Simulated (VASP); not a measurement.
# Li2H (P6_3/mmc) in VASP: relaxation of cell and atoms with PBE

Aim: the relaxation of cell and atoms of Li2H with PBE.

All numbers are computed with VASP 6.6.1; they aren't measurements. Logs are shortened: lines on timing, memory, paths and dates and some standing lists are left out, and cuts for length are marked.

## 1. The cell of the first run

The structure is hexagonal, space group P6_3/mmc (No. 194). Conventional cell: a = 2.807 Å, b = 2.807 Å, c = 10.219 Å, α = 90.00°, β = 90.00°, γ = 120.00°. Within 2.9 Å of Li (site symmetry 3m) lie 3 H at 2.05 Å and 7 Li at 2.50 to 2.81 Å. H (site symmetry -6m2) has 6 Li at 2.05 Å and 6 H at 2.81 Å within 2.9 Å.

The cell was built from a structure type or drawn by symmetry, and may not be a known phase.

## 2. Relaxation of cell and atoms, PBE

INCAR

```
PREC = Accurate ; ENCUT = 600
EDIFF = 1E-6 ; ISMEAR = 0
SIGMA = 0.1 ; LREAL = False
LASPH = True ; NELM = 100
ALGO = Normal ; ISIF = 3
LWAVE = False ; LCHARG = False
GGA = PE ; IBRION = 2
NSW = 100 ; EDIFFG = -0.01
```

KPOINTS

```
regular mesh
0
Gamma
  15 15 4
```

POSCAR

```
Li2H
1.0
    2.8070274865      0.0000000000      0.0000000000
   -1.4035137432      2.4309571124      0.0000000000
    0.0000000000      0.0000000000     10.2188052223
Li H
4 2
Direct
    0.3333333333      0.6666666667      0.3723037900
    0.6666666667      0.3333333333      0.8723037900
    0.3333333333      0.6666666667      0.1276962100
    0.6666666667      0.3333333333      0.6276962100
    0.0000000000      0.0000000000      0.2500000000
    0.0000000000      0.0000000000      0.7500000000
```

Potentials or basis: VASP PAW PBE potentials, release 64 (Li_sv, H).

Command:

```
cat potpaw_PBE.64/Li_sv/POTCAR potpaw_PBE.64/H/POTCAR > POTCAR
mpirun -np 1 vasp_std > vasp.out
```

OUTCAR:

```text
PREC = Accurate
   ENCUT = 600
   EDIFF = 1E-6
   ISMEAR = 0
   LREAL = False
   LASPH = True
   NELM = 100
   ISIF = 3
   GGA = PE
   IBRION = 2
   NSW = 100
   EDIFFG = -0.01

 ion  position               nearest neighbor table
   1  0.333  0.667  0.372-   3 2.50
   2  0.667  0.333  0.872-   4 2.50
   3  0.333  0.667  0.128-   1 2.50
   4  0.667  0.333  0.628-   2 2.50
   5  0.000  0.000  0.250-
   6  0.000  0.000  0.750-

  LATTYP: Found a hexagonal cell.
 ALAT       =     2.8070274865
 C/A-ratio  =     3.6404364658

  Lattice vectors:

 A1 = (   2.8070274865,   0.0000000000,   0.0000000000)
 A2 = (  -1.4035137432,   2.4309571124,   0.0000000000)
 A3 = (   0.0000000000,   0.0000000000,  10.2188052223)

Analysis of symmetry for initial positions (statically):
=====================================================================
 Subroutine PRICEL returns:
 Original cell was already a primitive cell.

 Routine SETGRP: Setting up the symmetry group for a
 hexagonal supercell.

 Subroutine GETGRP returns: Found 24 space group operations
 (whereof 12 operations were pure point group operations)
 out of a pool of 24 trial point group operations.

The static configuration has the point symmetry D_3d.
 The point group associated with its full space group is D_6h.

Analysis of symmetry for dynamics (positions and initial velocities):
=====================================================================
 Subroutine PRICEL returns:
 Original cell was already a primitive cell.

 Routine SETGRP: Setting up the symmetry group for a
 hexagonal supercell.

 Subroutine GETGRP returns: Found 24 space group operations
 (whereof 12 operations were pure point group operations)
 out of a pool of 24 trial point group operations.

The dynamic configuration has the point symmetry D_3d.
 The point group associated with its full space group is D_6h.

 Subroutine INISYM returns: Found 24 space group operations
 (whereof 12 operations are pure point group operations),
 and found     1 'primitive' translations

----------------------------------------------------------------------------------------

                                     Primitive cell

[... 171 lines left out ...]
     -0.00000      1.62064      3.80450        -0.000000      0.000000     -0.011350
      1.40351      0.81032      8.91390         0.000000     -0.000000     -0.011350
     -0.00000      1.62064      1.30490        -0.000000      0.000000      0.011350
      1.40351      0.81032      6.41431        -0.000000     -0.000000      0.011350
      0.00000      0.00000      2.55470         0.000000      0.000000      0.000000
      0.00000      0.00000      7.66410         0.000000      0.000000      0.000000
 -----------------------------------------------------------------------------------
    total drift:                                0.000000     -0.000000      0.000000

  FREE ENERGIE OF THE ION-ELECTRON SYSTEM (eV)
  ---------------------------------------------------
  free  energy   TOTEN  =       -15.5677848230 eV

  energy  without entropy=      -15.5639278350  energy(sigma->0) =      -15.56585633

--------------------------------------- Ionic step        2  -------------------------------------------

 number of electron      14.0000004 magnetization

 Free energy of the ion-electron system (eV)
  ---------------------------------------------------
  ext. energy  EPLUGINS =         0.00000000
  ---------------------------------------------------
  free energy    TOTEN  =       -15.56786771 eV

  energy without entropy =      -15.56401484  energy(sigma->0) =      -15.56594127

 E-fermi :   1.9345     XC(G=0):  -7.8468

 val. band max:        1.8897017027   @ k =   0.2667   0.2000   0.0000
 cond. band min:       2.0110207813   @ k =   0.2000   0.2000   0.2500
 fundamental gap:      0.1213190786
 Fermi energy:         1.9344992518

 k-point     1 :       0.0000    0.0000    0.0000
  band No.  band energies     occupation
      1     -45.0177      2.00000
      2     -45.0090      2.00000
      3     -44.9903      2.00000
      4     -44.9818      2.00000
      5      -5.2778      2.00000
      6      -5.1574      2.00000
      7      -1.1926      2.00000
      8      -0.3372      2.00000
      9       3.6940      0.00000
     10       7.5447      0.00000
     11       8.0325      0.00000
[... 309 lines left out ...]
 k-point    24 :       0.4000    0.2000    0.0000
  band No.  band energies     occupation
      1     -44.9783      2.00000
      2     -44.9765      2.00000
      3     -44.9538      2.00000
      4     -44.9522      2.00000
      5      -1.9412      2.00000
      6      -1.8013      2.00000
      7       3.2232      0.00000
      8       3.3865      0.00000
      9       3.5032      0.00000
     10       4.4404      0.00000
     11       6.3289      0.00000

 [... further k-points ...]

------------------------ aborting loop because EDIFF is reached ----------------------------------------

  FORCE on cell =-STRESS in cart. coord.  units (eV):
  Direction    XX          YY          ZZ          XY          YZ          ZX
  --------------------------------------------------------------------------------------
  -------------------------------------------------------------------------------------
  Total       -0.0456548     -0.0456548      0.0127690     -0.0000000     -0.0000000     -0.0000000
  in kB       -1.0499103     -1.0499103      0.2936457     -0.0000000     -0.0000000     -0.0000000
  external PRESSURE =      -0.6020583 kB  Pullay stress =       0.0000000 kB

 VOLUME and BASIS-vectors are now :
 -----------------------------------------------------------------------------
  energy-cutoff  :      600.00
  volume of cell :       69.67
      direct lattice vectors                 reciprocal lattice vectors
     2.805555658 -0.000000000  0.000000000     0.356435631  0.205788207 -0.000000000
    -1.402777829  2.429682472  0.000000000     0.000000000  0.411576414 -0.000000000
     0.000000000  0.000000000 10.220602162    -0.000000000 -0.000000000  0.097841593

 POSITION                                       TOTAL-FORCE (eV/Angst)
 -----------------------------------------------------------------------------------
     -0.00000      1.61979      3.80462        -0.000000      0.000000     -0.008564
      1.40278      0.80989      8.91492         0.000000     -0.000000     -0.008564
     -0.00000      1.61979      1.30568        -0.000000      0.000000      0.008564
      1.40278      0.80989      6.41598         0.000000     -0.000000      0.008564
      0.00000      0.00000      2.55515        -0.000000      0.000000     -0.000000
      0.00000      0.00000      7.66545        -0.000000     -0.000000      0.000000
 -----------------------------------------------------------------------------------
    total drift:                                0.000000      0.000000      0.000000

  FREE ENERGIE OF THE ION-ELECTRON SYSTEM (eV)
  ---------------------------------------------------
  free  energy   TOTEN  =       -15.5678677062 eV

  energy  without entropy=      -15.5640148407  energy(sigma->0) =      -15.56594127

 reached required accuracy - stopping structural energy minimisation
```

OSZICAR:

```text
N       E                     dE             d eps       ncg     rms          rms(c)
DAV:   1     0.433038647413E+02    0.43304E+02   -0.73860E+03  1782   0.141E+03
DAV:   2    -0.320852382328E+01   -0.46512E+02   -0.44819E+02  1934   0.245E+02
DAV:   3    -0.156351923290E+02   -0.12427E+02   -0.12340E+02  3431   0.724E+01
[... 14 lines left out ...]
DAV:   2    -0.155678805134E+02   -0.23544E-04   -0.17088E-04  2547   0.131E-01    0.268E-02
DAV:   3    -0.155678587429E+02    0.21770E-04   -0.10132E-05  2764   0.308E-02    0.856E-03
DAV:   4    -0.155678655832E+02   -0.68403E-05   -0.12165E-06  1617   0.130E-02    0.181E-03
DAV:   5    -0.155678670953E+02   -0.15120E-05   -0.20197E-07  1011   0.483E-03    0.327E-04
DAV:   6    -0.155678677062E+02   -0.61090E-06   -0.89032E-08   981   0.319E-03
   2 F= -.15567868E+02 E0= -.15565941E+02  d E =-.828832E-04
```

Wall time 35 s (1 thread of Intel Xeon 6975P-C (Granite Rapids), shared host); peak memory 0.24 GiB.

What came out:

```yaml
Free_energy: -15.5679 eV
Relaxed_volume: 11.61 Å³/atom
Relaxed_cell: a = 2.806 Å, b = 2.806 Å, c = 10.221 Å, α = 90.00°, β = 90.00°, γ = 120.00°
Space_group_after_relaxing_to_0.1_Å: P6_3/mmc (No. 194)
Energy_gained_by_relaxing: 0.0 meV/atom
Ionic_steps: 2
Pressure_after_relaxing: -0.1 GPa
Largest_force_after_relaxing: 0.009 eV/Å
Band_gap_on_the_k_mesh: zero (bands 7 and 8 overlap by 4.17 eV)
```

Forces in eV/Å, atoms in the order of the input:
```
Li   0.000  0.000 -0.009
Li   0.000  0.000 -0.009
Li   0.000  0.000  0.009
Li   0.000  0.000  0.009
H    0.000  0.000  0.000
H    0.000  0.000  0.000
```

Stress tensor (GPa, compression positive):
```
-0.10  0.00  0.00
 0.00 -0.10  0.00
 0.00  0.00  0.03
```

Final structure:
```yaml
crystal:
  lattice:
    - [2.80556, 0.00000, 0.00000]
    - [-1.40278, 2.42968, 0.00000]
    - [0.00000, 0.00000, 10.22060]
  atoms:
    - { symbol: Li, position: [0.33333, 0.66667, 0.37225] }
    - { symbol: Li, position: [0.66667, 0.33333, 0.87225] }
    - { symbol: Li, position: [0.33333, 0.66667, 0.12775] }
    - { symbol: Li, position: [0.66667, 0.33333, 0.62775] }
    - { symbol: H, position: [0.00000, 0.00000, 0.25000] }
    - { symbol: H, position: [0.00000, 0.00000, 0.75000] }
```

Levels at points of the mesh, in eV from the Fermi level:
```csv
k point,band 5,band 6,band 7,band 8,band 9,band 10
"(0.00, 0.00, 0.00)",-7.21,-7.09,-3.13,-2.27,1.76,5.61
"(0.00, 0.00, 0.50)",-7.15,-7.15,-2.75,-2.75,3.03,3.03
```

Caveat: the cutoff is under 1.25 times the usual one of these potentials, so pressure, stress and relaxed cells hold a basis-set (Pulay) error.
